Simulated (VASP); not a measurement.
SrTiO3, 40 atoms in the cell. The typed cell holds 40 atoms: a = 7.783 Å, b = 7.783 Å, c = 7.783 Å, α = 90.00°, β = 90.00°, γ = 90.00°. 

```yaml
Program: VASP 6.6.1
Task: single point
Functional: PBEsol
Potentials_or_basis: VASP PAW PBE potentials, release 64 (Sr_sv, Ti_sv, O)
Cutoff: 520 eV
k_mesh: 1 × 1 × 1, shifted
Occupations: fermi-dirac, width 0.05 eV
Spin: no spin polarisation
Dipole_correction: no
Further_INCAR_settings: LREAL = Auto; ALGO = Normal; EDIFF = 1e-06; NBANDS = 186; ISYM = 0
```

Potentials or basis: VASP PAW PBE potentials, release 64 (Sr_sv, Ti_sv, O).

Command:

```sh
$ cat potpaw_PBE.64/Sr_sv/POTCAR potpaw_PBE.64/Ti_sv/POTCAR potpaw_PBE.64/O/POTCAR > POTCAR
$ mpirun -np 1 vasp_std > vasp.out
```

Hardware: 1 thread of Intel Xeon 6975P-C, with other jobs on the host.

Question: Estimate the wall time of this run.

Answer: Run time: 16 min on 1 thread of Intel Xeon 6975P-C (shared host), peak memory 0.63 GiB. Counts: scf iterations 19, k points 4.
